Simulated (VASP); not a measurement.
Set up this calculation in VASP 6.6.1, as the native input.

| Quantity | Value |
| --- | --- |
| Task | single point |
| Functional | LDA |
| Potentials or basis | VASP PAW LDA potentials, release 64 (Li_sv, In_d, Pt) |
| Cutoff | 750 eV |
| k mesh | 8 × 8 × 10 |
| Occupations | gaussian, width 0.25 eV |
| Spin | no spin polarisation |
| Dipole correction | no |
| Further INCAR settings | ALGO = Normal; EDIFF = 1e-06; NBANDS = 20 |

The structure of LiInPt lies in POSCAR:

```
LiInPt
1.0
    4.4398300000      0.0000000000      0.0000000000
   -2.2199200000      3.8450100000      0.0000000000
    0.0000000000      0.0000000000      2.9206000000
Li In Pt
1 1 1
Direct
    0.0000000000      0.0000000000      0.0000000000
    0.3333333333      0.6666666667      0.5000000000
    0.6666666667      0.3333333333      0.0000000000
```

One way to write it, as run:

INCAR

```
SYSTEM = LiInPt
PREC = Accurate ; ENCUT = 750
EDIFF = 1E-6 ; ISMEAR = 0
SIGMA = 0.25 ; LREAL = .FALSE.
LASPH = .TRUE. ; NELM = 120
ALGO = Normal ; ISIF = 2
LWAVE = .FALSE. ; LCHARG = .FALSE.
GGA = CA ; NBANDS = 20
GGA_COMPAT = .FALSE.
```

KPOINTS

```
Automatic mesh
0
G
  8 8 10
  0 0 0
```

Potentials or basis: VASP PAW LDA potentials, release 64 (Li_sv, In_d, Pt).

The run is started by

```bash
$ cat potpaw_LDA.64/Li_sv/POTCAR potpaw_LDA.64/In_d/POTCAR potpaw_LDA.64/Pt/POTCAR > POTCAR
$ mpirun -np 1 vasp_std > vasp.out
```

Results of the run:

The pressure is -8.3 GPa. The band gap on the k mesh is zero (bands 13 and 14 overlap by 4.53 eV).

Caveat: the cell stands under tension; so wide a smearing shifts energies and pressures; spin-orbit coupling is left out, which moves the levels of the heavy elements.

It took 32 s on 1 thread of Intel(R) Xeon(R) 6975P-C (Granite Rapids), on a shared host, peak memory 0.25 GiB.
